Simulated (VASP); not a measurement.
# H6C3O2 in VASP: a series of runs

Runs on H6C3O2. Level: PBE+D3(BJ). Tasks: single point, relaxation of the atoms.

All numbers are computed with VASP 6.6.1; they aren't measurements. Logs are shortened: lines on timing, memory, paths and dates and some standing lists are left out, and cuts for length are marked.

### Step 1. The cell of the first run

The cell holds a disordered packing, 33 atoms: a = 7.797 Å, b = 7.797 Å, c = 7.797 Å, α = 90.00°, β = 90.00°, γ = 90.00°.

### Step 2. Single point, PBE+D3(BJ)

Input file INCAR:

```
  PREC = Accurate
  ENCUT = 520
  EDIFF = 1E-6
  ISMEAR = -1
  SIGMA = 0.05
  LREAL = Auto
  LASPH = T
  NELM = 100
  ALGO = Normal
  ISIF = 2
  LWAVE = F
  LCHARG = T
  GGA = PE
  IVDW = 12
  LELF = T
  LVHAR = T
  NBANDS = 67
```

Input file KPOINTS:

```
regular mesh
0
Gamma
  1 1 1
```

Input file POSCAR:

```
H6C3O2
1.0
    7.7969750000      0.0000000000      0.0000000000
    0.0000000000      7.7969750000      0.0000000000
    0.0000000000      0.0000000000      7.7969750000
C O H
9 6 18
Direct
    0.7933717884      0.4544967760      0.5547664319
    0.2247538308      0.3004755049      0.6279614851
    0.7902423696      0.5176879495      0.0870978809
    0.4448776609     -0.0056175632     -0.0399642169
    0.3843541886      0.1512766169      0.0665514510
    0.9496375197      0.9179842182      1.0194209934
    0.9434941115      1.0521259848      0.8771350428
    0.0916124523      0.7363240231      0.5021178085
    0.2813270531      0.8092369156      0.4951022672
    0.8591024083      0.4469682152      0.6863046245
    0.7296419445      0.4615251428      0.4160074901
    0.2779539501      0.3865088704      0.7399279849
    0.1558553157      0.2304996489      0.5156615226
    0.6518553670      0.5600633579      0.0588305080
    0.9308738325      0.4786471677      0.1205467505
    0.5712728334     -0.0373349921      0.0083237409
    0.3762228300     -0.1229322910     -0.0010773409
    0.4532911802      0.0045145714     -0.1895093931
    0.2678218155      0.2157759900      0.0053995299
    0.3590751541      0.1232529282      0.2021424976
    0.4821100491      0.2597417588      0.0595487352
    1.0297968122      0.9572173824      1.1263086005
    0.8233834275      0.8840864566      1.0817785103
    1.0207548440      0.8006823159      0.9662978270
    0.8400052584      1.0181512702      0.7811490995
    0.9146880681      1.1769820988      0.9337082651
    1.0726211127      1.0720696167      0.8136232321
   -0.0052071476      0.8247429291      0.4558819286
    0.0934849733      0.6302059453      0.4067346631
    0.0695910914      0.6832265077      0.6307574412
    0.3651929114      0.6958596122      0.5209071467
    0.3155967539      0.8368501887      0.3613067889
    0.3098124593      0.9091346323      0.5816871287
```

Potentials or basis: VASP PAW PBE potentials, release 64 (C, O, H).

Started as:

```bash
$ cat potpaw_PBE.64/C/POTCAR potpaw_PBE.64/O/POTCAR potpaw_PBE.64/H/POTCAR > POTCAR
$ mpirun -np 1 vasp_gam > vasp.out
```

OUTCAR:

```text
PREC = Accurate
   ENCUT = 520
   EDIFF = 1E-6
   ISMEAR = -1
   LREAL = Auto
   LASPH = T
   NELM = 100
   ISIF = 2
   GGA = PE
   IVDW = 12
 IVDW          = 12

 ion  position               nearest neighbor table
   1  0.793  0.454  0.555-  10 1.15  11 1.19
   2  0.225  0.300  0.628-  13 1.16  12 1.18
   3  0.790  0.518  0.087-  14 1.15  15 1.17
   4  0.445  0.994  0.960-  16 1.08  17 1.10  18 1.17   5 1.55
   5  0.384  0.151  0.067-  20 1.10  21 1.14  19 1.14   4 1.55
   6  0.950  0.918  0.019-  22 1.09  23 1.13  24 1.15   7 1.53
   7  0.943  0.052  0.877-  26 1.09  25 1.13  27 1.13   6 1.53
   8  0.092  0.736  0.502-  28 1.08  30 1.10  29 1.11   9 1.59
   9  0.281  0.809  0.495-  33 1.05  32 1.10  31 1.12   8 1.59
  10  0.859  0.447  0.686-   1 1.15
  11  0.730  0.462  0.416-   1 1.19
  12  0.278  0.387  0.740-   2 1.18
  13  0.156  0.230  0.516-   2 1.16
  14  0.652  0.560  0.059-   3 1.15
  15  0.931  0.479  0.121-   3 1.17
[... 16 lines left out ...]
  32  0.316  0.837  0.361-   9 1.10
  33  0.310  0.909  0.582-   9 1.05

  LATTYP: Found a simple cubic cell.
 ALAT       =     7.7969750000

  Lattice vectors:

 A1 = (   7.7969750000,   0.0000000000,   0.0000000000)
 A2 = (   0.0000000000,   7.7969750000,   0.0000000000)
 A3 = (   0.0000000000,   0.0000000000,   7.7969750000)

Analysis of symmetry for initial positions (statically):
=====================================================================
 Subroutine PRICEL returns:
 Original cell was already a primitive cell.

 Routine SETGRP: Setting up the symmetry group for a
 simple cubic supercell.

 Subroutine GETGRP returns: Found  1 space group operations
 (whereof  1 operations were pure point group operations)
 out of a pool of 48 trial point group operations.

The static configuration has the point symmetry C_1 .

Analysis of symmetry for dynamics (positions and initial velocities):
=====================================================================
 Subroutine PRICEL returns:
 Original cell was already a primitive cell.

 Routine SETGRP: Setting up the symmetry group for a
 simple cubic supercell.

 Subroutine GETGRP returns: Found  1 space group operations
 (whereof  1 operations were pure point group operations)
 out of a pool of 48 trial point group operations.

The dynamic configuration has the point symmetry C_1 .

 Subroutine INISYM returns: Found  1 space group operations
 (whereof  1 operations are pure point group operations),
 and found     1 'primitive' translations

----------------------------------------------------------------------------------------

                                     Primitive cell

  volume of cell :     474.0001

  direct lattice vectors                    reciprocal lattice vectors
     7.796975000  0.000000000  0.000000000     0.128254868  0.000000000  0.000000000
     0.000000000  7.796975000  0.000000000     0.000000000  0.128254868  0.000000000
     0.000000000  0.000000000  7.796975000     0.000000000  0.000000000  0.128254868

  length of vectors
     7.796975000  7.796975000  7.796975000     0.128254868  0.128254868  0.128254868

  position of ions in fractional coordinates (direct lattice)
     0.793371788  0.454496776  0.554766432
     0.224753831  0.300475505  0.627961485
     0.790242370  0.517687950  0.087097881
     0.444877661  0.994382437  0.960035783
     0.384354189  0.151276617  0.066551451
     0.949637520  0.917984218  0.019420993
[... 25 lines left out ...]
     0.315596754  0.836850189  0.361306789
     0.309812459  0.909134632  0.581687129

  ion indices of the primitive-cell ions
   primitive index   ion index
                 1           1
                 2           2
                 3           3
                 4           4
                 5           5
                 6           6
[... 25 lines left out ...]
                32          32
                33          33

----------------------------------------------------------------------------------------

 KPOINTS: regular mesh

Automatic generation of k-mesh.
 Grid dimensions read from file:
 generate k-points for:    1    1    1

 Generating k-lattice:

  Cartesian coordinates                     Fractional coordinates (reciprocal lattice)
     0.128254868  0.000000000  0.000000000     1.000000000  0.000000000  0.000000000
     0.000000000  0.128254868  0.000000000     0.000000000  1.000000000  0.000000000
     0.000000000  0.000000000  0.128254868     0.000000000  0.000000000  1.000000000

  Length of vectors
     0.128254868  0.128254868  0.128254868

  Shift w.r.t. Gamma in fractional coordinates (k-lattice)
     0.000000000  0.000000000  0.000000000

 Subroutine IBZKPT returns following result:
 ===========================================

 Found      1 irreducible k-points:

 Following reciprocal coordinates:
            Coordinates               Weight
  0.000000  0.000000  0.000000      1.000000
   k-points           NKPTS =      1   k-points in BZ     NKDIM =      1   number of bands    NBANDS=     67
   number of dos      NEDOS =    301   number of ions     NIONS =     33
   total plane-waves  NPLWV = 216000
   dimension x,y,z NGX =    60 NGY =   60 NGZ =   60
   dimension x,y,z NGXF=   120 NGYF=  120 NGZF=  120
   ions per type =               9   6  18
   NGX,Y,Z   is equivalent  to a cutoff of  12.79, 12.79, 12.79 a.u.
   NGXF,Y,Z  is equivalent  to a cutoff of  25.59, 25.59, 25.59 a.u.
 SYSTEM =  unknown system
   PREC   = accura    normal or accurate (medium, high low for compatibility)
   ISTART =      0    job   : 0-new  1-cont  2-samecut
   ICHARG =      2    charge: 1-file 2-atom 10-const
   ISPIN  =      1    spin polarized calculation?
   LNONCOLLINEAR =      F non collinear calculations
   LSORBIT =      F    spin-orbit coupling
   LASPH  =      T    aspherical Exc in radial PAW
   ENCUT  =  520.0 eV  38.22 Ry    6.18 a.u.  14.50 14.50 14.50*2*pi/ulx,y,z
   NELM   =    100;   NELMIN=  2; NELMDL= -5     # of ELM steps
   EDIFF  = 0.1E-05   stopping-criterion for ELM
   LREAL  =      T    real-space projection
   EDIFFG = 0.1E-04   stopping-criterion for IOM
   NSW    =      0    number of steps for IOM
   IBRION =     -1    ionic relax: 0-MD 1-quasi-New 2-CG
   NFREE  =      0    steps in history (QN), initial steepest desc. (CG)
   ISIF   =      2    stress and relaxation
   ISYM   =      2    0-nonsym 1-usesym 2-fastsym
   POTIM  = 0.5000    time-step for ionic-motion
   TEBEG  =    0.0;   TEEND  =   0.0 temperature during run
   PSTRESS=    0.0 pullay stress
   NELECT =      90.0000    total number of electrons
   NUPDOWN=      -1.0000    fix difference up-down
   EMIN   =  10.00;   EMAX   =-10.00  energy-range for DOS
   EFERMI =   0.00;   METHOD = LEGACY
   ISMEAR =    -1;   SIGMA  =   0.05  broadening in eV -4-tet -1-fermi 0-gaus
   EFERMI_NEDOS =   21; number of points for ismear=-14 and -15
   IALGO  =     38    algorithm
   IMIX   =      4    mixing-type and parameters
     AMIX     =   0.40;   BMIX     =  1.00
     AMIX_MAG =   1.60;   BMIX_MAG =  1.00
  volume/ion in A,a.u.               =      14.36        96.93
  Fermi-wavevector in a.u.,A,eV,Ry     =   0.940942  1.778123 12.046216  0.885372
  Thomas-Fermi vector in A             =   2.068404
   LORBIT       =      0    0 simple, 1 ext, 2 COOP (PROOUT), +10 PAW based schemes
   GGA     = PE    functional components
   LHFCALC =     F    Hartree Fock is set to
   AEXX    =    0.0000 exact exchange contribution
   IVDW    =    12    specifies the selected vdW correction
   LEPSILON=     F    determine dielectric tensor
   LRPA    =     F    only Hartree local field effects (RPA)
 non-spin polarized calculation
  energy-cutoff  :      520.00
  volume of cell :      474.00
 maximum number of plane-waves:      6447
 NGX is ok and might be reduce to    60
   NGX = 29   NGY = 29   NGZ = 29

 number of electron      89.9999994 magnetization

 Free energy of the ion-electron system (eV)
  ---------------------------------------------------
  ext. energy  EPLUGINS =         0.00000000
  ---------------------------------------------------
  free energy    TOTEN  =      -189.50595044 eV

  energy without entropy =     -189.50595044  energy(sigma->0) =     -189.50595044

 E-fermi :  -3.3282     XC(G=0):  -6.0066

 val. band max:       -4.6147271229   @ k =   0.0000   0.0000   0.0000
 cond. band min:       0.9589002160   @ k =   0.0000   0.0000   0.0000
 fundamental gap:      5.5736273389
 Fermi energy:        -3.3282407701

 k-point     1 :       0.0000    0.0000    0.0000
  band No.  band energies     occupation
      1     -26.6910      2.00000
      2     -26.3700      2.00000
      3     -26.1821      2.00000
      4     -25.3652      2.00000
      5     -25.2873      2.00000
      6     -25.1059      2.00000
[... 49 lines left out ...]
     56       3.7382      0.00000
     57       3.9647      0.00000
 [bands above 57 left out]

------------------------ aborting loop because EDIFF is reached ----------------------------------------

 Edisp (eV)   -1.18735

 E8    (eV) :    -0.2739

  FORCE on cell =-STRESS in cart. coord.  units (eV):
  Direction    XX          YY          ZZ          XY          YZ          ZX
  --------------------------------------------------------------------------------------
  -------------------------------------------------------------------------------------
  Total       0.66366    -0.58414    -2.54890    -0.86932    -0.06304     3.56375
  in kB       2.24325    -1.97447    -8.61560    -2.93842    -0.21308    12.04591
  external pressure =       -2.78 kB  Pullay stress =        0.00 kB

 VOLUME and BASIS-vectors are now :
 -----------------------------------------------------------------------------
  energy-cutoff  :      520.00
  volume of cell :      474.00
      direct lattice vectors                 reciprocal lattice vectors
     7.796975000  0.000000000  0.000000000     0.128254868  0.000000000  0.000000000
     0.000000000  7.796975000  0.000000000     0.000000000  0.128254868  0.000000000
     0.000000000  0.000000000  7.796975000     0.000000000  0.000000000  0.128254868

 POSITION                                       TOTAL-FORCE (eV/Angst)
 -----------------------------------------------------------------------------------
      6.18590      3.54370      4.32550        -1.571767      0.143014     -3.749511
      1.75240      2.34280      4.89620        -0.221148      1.445008      0.904137
      6.16150      4.03640      0.67910         1.729775     -0.306895      0.486314
      3.46870      7.75318      7.48537         0.093793     -0.034199     -0.201732
      2.99680      1.17950      0.51890        -0.170315      1.589276     -1.784667
      7.40430      7.15750      0.15143         0.621750     -1.383441     -0.287584
[... 25 lines left out ...]
      2.46070      6.52490      2.81710        -0.110269      0.596865      0.059406
      2.41560      7.08850      4.53540         0.186574      1.095294      0.759267
 -----------------------------------------------------------------------------------
    total drift:                               -0.009027      0.024332      0.019100

  FREE ENERGIE OF THE ION-ELECTRON SYSTEM (eV)
  ---------------------------------------------------
  free  energy   TOTEN  =      -190.6932964302 eV

  energy  without entropy=     -190.6932964302  energy(sigma->0) =     -190.69329643
```

Wall time 47 s (1 thread of AMD EPYC 7R13 (Zen 3), shared host); peak memory 0.48 GiB.

What came out:

```yaml
Free_energy: -190.6933 eV
Pressure: -0.3 GPa
Largest_force: 4.068 eV/Å
Band_gap_on_the_k_mesh: 5.57 eV
Dispersion_energy_per_atom: -0.036 eV
```

Forces on the atoms (eV/Å):
```
C   -1.572  0.143 -3.750
C   -0.221  1.445  0.904
C    1.730 -0.307  0.486
C    0.094 -0.034 -0.202
C   -0.170  1.589 -1.785
C    0.622 -1.383 -0.288
C   -0.176  0.085 -0.317
C    1.897 -0.347 -0.506
C   -0.855 -2.592 -1.238
O    1.044 -0.173  2.581
O    0.255 -0.074  1.520
O    0.514 -0.249  0.013
O   -0.240 -1.041 -1.119
O   -2.639  0.715 -0.738
O    1.019 -0.404 -0.056
H    0.730  0.012 -0.270
H   -0.480  0.147 -0.493
H   -0.296  0.137  1.997
H    0.704 -0.769  0.828
H   -0.014 -0.172 -0.130
H   -0.571 -0.943  0.193
H    0.343  0.394  0.269
H    0.676  0.122 -0.838
H   -1.054  0.639  0.601
H    0.900  0.360  0.421
H   -0.315  0.272 -0.061
H   -0.984 -0.557  0.299
H   -0.301  0.444  0.292
H   -0.234  0.075  0.388
H   -0.344  0.246 -0.158
H   -0.137  0.529  0.337
H   -0.110  0.597  0.059
H    0.187  1.095  0.759
```

Stress tensor (GPa, compression positive):
```
 0.22 -0.29  1.20
-0.29 -0.20 -0.02
 1.20 -0.02 -0.86
```

Caveat: the k points lie up to 0.81 Å⁻¹ apart.

### Step 3. Single point, PBE+D3(BJ)

Input file INCAR:

```
SYSTEM = H6C3O2
PREC = Accurate ; ENCUT = 520
EDIFF = 1E-7 ; ISMEAR = -1
SIGMA = 0.05 ; LREAL = Auto
LASPH = .True. ; NELM = 100
ALGO = Normal ; ISIF = 2
LWAVE = .False. ; LCHARG = .False.
GGA = PE ; IVDW = 12
NBANDS = 67
```

Input file KPOINTS:

```
regular mesh
0
Gamma
  1 1 1
  0 0 0
```

Input file POSCAR:

```
H6C3O2
1.0
    7.7969750000      0.0000000000      0.0000000000
    0.0000000000      7.7969750000      0.0000000000
    0.0000000000      0.0000000000      7.7969750000
C O H
9 6 18
Direct
    0.7932691845      0.4397089897      0.5574213076
    0.2271650223      0.3052081096      0.6227158610
    0.7735564113      0.5207788918      0.0654484592
    0.4549969700     -0.0009619115     -0.0478903677
    0.3919212259      0.1329874727      0.0766835856
    0.9734287977      0.9473032811      1.0288349007
    0.9377739444      1.0565123012      0.8704016622
    0.0855972990      0.7420698412      0.4979110488
    0.2703227854      0.7978350578      0.4704645071
    0.8511634320      0.4190984324      0.6951798614
    0.7444682072      0.4611916801      0.4177774073
    0.2730161377      0.4103386249      0.7171627458
    0.1741316344      0.2085424155      0.5221127424
    0.6293338122      0.5518806973      0.0473003953
    0.9113406161      0.4874069751      0.1047457508
    0.5972700951      0.0041554577     -0.0565732223
    0.4293844728     -0.1372327088     -0.0089778408
    0.3981159360      0.0066692531     -0.1737725208
    0.2529314253      0.1281650897      0.1137235915
    0.4558306266      0.1204441466      0.2068879277
    0.4148275453      0.2537522565      0.0252790345
    1.0589363183      1.0034660878      1.1224224779
    0.8571914108      0.9309507854      1.0966945514
    1.0293607457      0.8235501589      0.9975407129
    0.8803670654      0.9778535907      0.7708374081
    0.8481366171      1.1581286332      0.9083651031
    1.0494198070      1.1194341395      0.8135078027
   -0.0130306946      0.8380173080      0.4764155329
    0.0639222262      0.6616540389      0.3898178460
    0.0826987389      0.6785965070      0.6280127870
    0.3422352900      0.6784426011      0.4715931499
    0.2833663055      0.8526383630      0.3423122429
    0.3233433479      0.8892423023      0.5696183456
```

Potentials or basis: VASP PAW PBE potentials, release 64 (C, O, H).

Started as:

```bash
$ cat potpaw_PBE.64/C/POTCAR potpaw_PBE.64/O/POTCAR potpaw_PBE.64/H/POTCAR > POTCAR
$ mpirun -np 1 vasp_gam > vasp.out
```

Run time: 48 s. Hardware: 1 thread of AMD EPYC 7R13 (Zen 3), shared host; peak memory 0.48 GiB.

The run converged. Its results:

```
Free energy                : -190.7593 eV
Pressure                   : 1.9 GPa
Largest force              : 3.344 eV/Å
Band gap on the k mesh     : 5.73 eV
Dispersion energy per atom : -0.036 eV
```

Forces on the atoms (eV/Å):
```
C    0.667 -0.032  0.623
C   -0.439  0.084 -0.535
C   -1.305  0.163  0.488
C    0.602 -1.532  0.791
C   -0.716 -1.675  2.171
C    0.747  0.116 -0.658
C    0.065  0.245  0.571
C    0.599  0.195  1.058
C    0.177  0.836  0.441
O   -0.195 -0.005  0.137
O   -0.675  0.068 -0.589
O    0.863  1.087  1.351
O   -0.318 -1.080 -0.911
O   -1.881  0.525 -0.862
O    3.270 -0.680  0.163
H   -0.468  0.138 -0.258
H   -0.038  0.629  0.128
H   -0.138  0.369 -0.667
H    0.617 -0.135 -0.625
H   -0.101  0.189 -0.976
H    0.430  2.141 -0.538
H    0.362  0.484  0.156
H   -1.325 -0.553  0.644
H    0.043 -0.415 -0.128
H   -0.289 -0.084 -0.314
H   -0.028  0.071 -0.280
H    0.192 -0.122  0.180
H   -0.100  0.688  0.625
H   -0.462 -1.531 -0.465
H   -0.668  0.258 -1.027
H    0.646 -0.093  0.103
H    0.250  0.288 -0.107
H   -0.383 -0.637 -0.689
```

Stress tensor (GPa, compression positive):
```
2.92 0.34 0.39
0.34 2.05 0.32
0.39 0.32 0.66
```

Levels at points of the mesh, in eV from the valence-band top:
```tsv
k point	band 41	band 42	band 43	band 44	band 45	band 46	band 47	band 48	band 49	band 50
(0.00, 0.00, 0.00)	-0.64	-0.54	-0.43	-0.19	0.00	5.73	6.70	6.88	6.93	7.19
```

Caveat: the k points lie up to 0.81 Å⁻¹ apart.

(Continued in part 2 of 2.)
